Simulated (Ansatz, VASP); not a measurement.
# One calculation of La, two programs

File INCAR:

```
  PREC = Accurate
  ENCUT = 600
  EDIFF = 1E-7
  ISMEAR = 0
  SIGMA = 0.1
  LREAL = False
  LASPH = True
  NELM = 60
  ALGO = Normal
  ISIF = 3
  LWAVE = False
  LCHARG = False
  GGA = PE
  IBRION = 2
  NSW = 90
  EDIFFG = -0.04
```

KPOINTS

```
Automatic mesh
0
Gamma
  6 6 6
```

The input POSCAR:

```
La
1.0
    3.1580446362      0.0000000000      0.0000000000
    0.0000000000      3.1580446362      0.0000000000
    0.0000000000      0.0000000000      3.5555205505
La
1
Direct
    0.5000000000      0.5000000000      0.0000000000
```

Input for Ansatz:

```yaml
crystal:
  lattice:
    - [3.1580446362, 0.0, 0.0]
    - [0.0, 3.1580446362, 0.0]
    - [0.0, 0.0, 3.5555205505]
  atoms:
    - { symbol: La, position: [0.5, 0.5, 0.0] }
basis:
  ecutwfc: 420
kpoints:
  mp_grid: { grid: [6, 6, 6] }
hamiltonian:
  xc: pbe
scf:
  occupations: { method: gaussian, width: 0.1 }
  lower_state_search: "off"
output:
  forces: true
  stress: true
  eigenvalues: true
relax:
  adjacent_minimum: "off"
  f_tol: 0.04
  max_steps: 70
  cell: { stress_tol: 0.4 }
```

Alike in both runs: task relaxation of cell and atoms; functional PBE; k mesh 6 × 6 × 6; occupations gaussian, width 0.1 eV; no spin polarisation.

```csv
,VASP,Ansatz
version,VASP 6.6.1,Ansatz 0.2.0
potentials or method,"VASP PAW PBE potentials, release 64 (La), cutoff 600 eV","scalar-relativistic, plane waves, PAW"
valence electrons in the cell,11,11
```

|  | VASP | Ansatz | Ansatz less VASP |
| --- | --- | --- | --- |
| gap on the k mesh at the Fermi level, each at its own relaxed structure (eV) | none | none | - |
| relaxed volume (Å³/atom) | 36.77 | 36.62 | -0.152 |
| relaxed length of the cell vector where the two differ most in proportion (Å) | 3.290 | 3.281 | -0.0087 |

A gap of «none» marks a metal or a gap that the smearing closes.

Spin-orbit coupling is off throughout.
